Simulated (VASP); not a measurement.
A run of VASP 6.6.1:

Contents of INCAR:

```
SYSTEM = Li
PREC = Accurate ; ENCUT = 520
EDIFF = 1E-6 ; ISMEAR = -1
SIGMA = 0.1 ; LREAL = Auto
LASPH = .TRUE. ; NELM = 60
ALGO = Normal ; ISIF = 2
LWAVE = .FALSE. ; LCHARG = .FALSE.
NBANDS = 38
```

File KPOINTS:

```
regular mesh
0
G
  3 3 3
  0 0 0
```

The input POSCAR:

```
Li
1.0
    7.2053150000      0.0000000000      0.0000000000
    0.0000000000      7.2053150000      0.0000000000
    0.0000000000      0.0000000000      7.2053150000
Li
16
Direct
    0.0302554434     -0.0193884653      0.0019291315
    0.5568111873     -0.0640360623     -0.0080357347
   -0.0289924868      0.5425161842     -0.1048531535
    0.0735429332      0.0528221181      0.5160357320
    0.1832397334      0.3009306325      0.2101781810
    0.5423912764      0.5764633468      0.0629951640
    0.4812142148      0.0266192387      0.4775918888
    0.8211160789      0.2127318514      0.1639067827
    0.1750652123      0.5344110563      0.4863631916
    0.2898277175      0.7956348890      0.2536460932
    0.2889256056      0.2690652664      0.8667629382
    0.5620156787      0.4422707404      0.4798263504
    0.8540084646      0.7643801832      0.3528228814
    0.7885706593      0.2182139157      0.7357485412
    0.3045807158      0.8373679707      0.7496826995
    0.7701120631      0.7727212481      0.6570011165
```

Potentials or basis: VASP PAW LDA potentials, release 64 (Li_sv).

The run is started by

```console
$ cat potpaw_LDA.64/Li_sv/POTCAR > POTCAR
$ mpirun -np 1 vasp_std > vasp.out
```

Hardware: 1 thread of Intel(R) Xeon(R) Platinum 8559C (Emerald Rapids), on a shared host.

Question: Estimate the wall time of this run.

Answer: Run time: 2.8 min on 1 thread of Intel(R) Xeon(R) Platinum 8559C (Emerald Rapids), on a shared host, peak memory 0.34 GiB. Counts: scf iterations 13, k points 14.
